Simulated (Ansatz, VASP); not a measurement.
## Two plane-wave programs on Si62C

```
Si C
1.0
    10.86000    0.00000    0.00000
     0.00000   10.86000    0.00000
     0.00000    0.00000   10.86000
Si C
62 1
Cartesian
  5.4212 0.0032 0.0048
  6.6787 1.3460 1.4623
  8.0911 2.6745 0.0606
  9.4812 4.0676 1.3611
  8.0731 -0.0057 2.7862
  9.4869 1.3594 4.0690
  -0.0128 0.0077 -0.0088
  1.3601 1.3624 1.3625
  2.6966 2.7282 -0.0067
  4.0625 4.0649 1.3625
  5.4177 5.4378 -0.0083
  6.7889 6.7809 1.4090
  8.1620 8.1229 0.0584
  9.5041 9.4965 1.4081
  2.8405 0.2908 2.8447
  5.1339 2.5840 2.8443
  6.6780 3.9674 4.0818
  8.0917 5.3686 2.7545
  9.4901 6.7953 4.0551
  6.7639 1.1766 6.7640
  8.0739 2.6444 5.4326
  9.5049 4.0204 6.7920
  8.1572 -0.0631 8.1607
  9.4903 1.3745 9.4943
  -0.0087 5.4334 -0.0040
  1.3573 6.8032 1.3613
  2.7502 8.1934 0.0605
  4.0782 9.6060 1.4624
  -0.0081 2.7283 2.6994
  1.3593 4.0661 4.0660
  2.6976 5.4338 2.7000
  4.0666 6.7987 4.0689
  5.4314 8.2131 2.7863
  6.7588 9.5272 4.2568
  -0.0002 0.0031 5.4259
  1.4582 1.3464 6.6822
  2.8400 2.5846 5.1374
  4.0777 3.9661 6.6827
  5.4212 5.4244 5.4261
  6.8107 6.7225 6.8138
  8.1555 8.1290 5.4915
  9.5612 9.4741 6.8142
  2.7822 -0.0058 8.0762
  4.0664 1.3591 9.4892
  5.4312 2.6427 8.0757
  6.7887 4.0204 9.5083
  8.1631 5.3696 8.1664
  9.5026 6.7828 9.5065
  0.0565 8.1935 2.7535
  1.4573 9.6067 4.0818
  -0.0127 5.4382 5.4211
  1.4049 6.7801 6.7925
  2.7807 8.2109 5.4328
  4.2474 9.5204 6.7654
  0.0569 2.6745 8.0947
  1.3566 4.0682 9.4849
  2.7509 5.3683 8.0957
  4.0512 6.7948 9.4948
  5.4885 8.1276 8.1602
  6.8093 9.4755 9.5654
  0.0555 8.1223 8.1661
  1.4044 9.4963 9.5084
  3.6667 1.7585 3.6703
```

Alike in both runs: functional PBEsol; k mesh 1 × 1 × 1; occupations gaussian, width 0.02 eV; no spin polarisation.

Ansatz relaxed the structure, and its values are those at the end. VASP's run is a single point on that final structure, the one shown.

|  | VASP | Ansatz |
| --- | --- | --- |
| version | VASP 6.6.1 | Ansatz 0.2.0 |
| potentials or method | VASP PAW PBE potentials, release 64 (Si, C), cutoff 520 eV | scalar-relativistic, plane waves, PAW |
| valence electrons in the cell | 252 | 252 |

|  | VASP | Ansatz | Ansatz less VASP |
| --- | --- | --- | --- |
| gap on the k mesh at the Fermi level (eV) | 0.27 | 0.27 | +0.002 |
| rms of the force components (eV/Å) | 0.005 | 0.003 | -0.0015 |

VASP's potentials were made for PBE, not for PBEsol, and Ansatz warns of the same on its side. With one functional, cell and mesh, what is left measures potentials, basis and numerics.
